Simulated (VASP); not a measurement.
**GaN (rocksalt type): electric field gradients with PBE**

The system is GaN (rocksalt type).

```
Ga N
1.0
    -0.02134    2.13412    2.13412
     2.13412   -0.02134    2.13412
     2.11278    2.11278    0.00000
Ga N
1 1
Direct
  0.00000 0.00000 0.00000
  0.50000 0.50000 0.50000
```

```json
{
  "Program": "VASP 6.6.1",
  "Task": "electric field gradients",
  "Functional": "PBE",
  "Potentials or basis": "VASP PAW PBE potentials, release 64 (Ga_d, N)",
  "Cutoff": "520 eV",
  "k mesh": "13 × 13 × 13, shifted",
  "Occupations": "fermi-dirac, width 0.05 eV",
  "Spin": "no spin polarisation",
  "Dipole correction": "no",
  "Further INCAR settings": "ALGO = Normal; EDIFF = 1e-08; NBANDS = 16; ISYM = 0"
}
```

```yaml
Pressure: 0.8 GPa
Band_gap_on_the_k_mesh: 0.55 eV, indirect (least direct gap 2.53 eV)
```

Stress tensor (GPa, compression positive):
```
0.84 4.10 0.00
4.10 0.84 0.00
0.00 0.00 0.72
```

Levels at points of the mesh, in eV from the valence-band top:
```csv
k point,band 6,band 7,band 8,band 9,band 10,band 11,band 12,band 13
"(0.50, 0.50, 0.50)",-13.80,-8.02,-0.26,-0.19,4.44,8.72,8.86,9.02
"(0.00, 0.00, 0.50)",-13.80,-8.02,-0.26,-0.19,4.44,8.72,8.86,9.02
```

Electric field gradients, principal values (V/Å²):
| atom | least | middle | greatest (by size) |
| --- | --- | --- | --- |
| 1 Ga | -0.056 | -1.775 | 1.830 |
| 2 N | 0.061 | 4.594 | -4.655 |

It took 3.7 min on 1 thread of Intel(R) Xeon(R) 6975P-C (Granite Rapids) (shared host), peak memory 0.72 GiB.

Caveat: without QUAD_EFG the Cq values of the log hold for a quadrupole moment of 1 mb, not for the nuclei. A k mesh can miss the band edges.
